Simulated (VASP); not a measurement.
A run of VASP 6.6.1 is set up as follows.

File INCAR:

```
SYSTEM = Ge
PREC = Accurate
ENCUT = 500
EDIFF = 1E-6
ISMEAR = 0
SIGMA = 0.1
LREAL = .False.
LASPH = .True.
NELM = 120
ALGO = Normal
ISIF = 2
LWAVE = .False.
LCHARG = .False.
GGA = PS
NBANDS = 21
GGA_COMPAT = .False.
```

Contents of KPOINTS:

```
regular mesh
0
Gamma
  10 10 10
  0 0 0
```

The input POSCAR:

```
Ge
1.0
   -0.0208274358      2.8454166089      2.8662440447
    2.8454166089     -0.0208274358      2.8662440447
    2.8245891731      2.8245891731      0.0000000000
Ge
2
Direct
   -0.0010062861     -0.0010062861      0.0010062861
    0.2510062861      0.2510062861      0.2489937139
```

Potentials or basis: VASP PAW PBE potentials, release 64 (Ge_d).

Command:

```console
$ cat potpaw_PBE.64/Ge_d/POTCAR > POTCAR
$ mpirun -np 1 vasp_std > vasp.out
```

Problem. What does it give for the pressure?

Solution. -1.4 GPa.

Forces on the atoms (eV/Å):
```
Ge   0.000  0.000  0.003
Ge   0.000  0.000 -0.003
```

Caveat: the cell differs from its parent crystal (strained cell); the PAW data sets were made with another functional, which shifts forces and pressure a little.
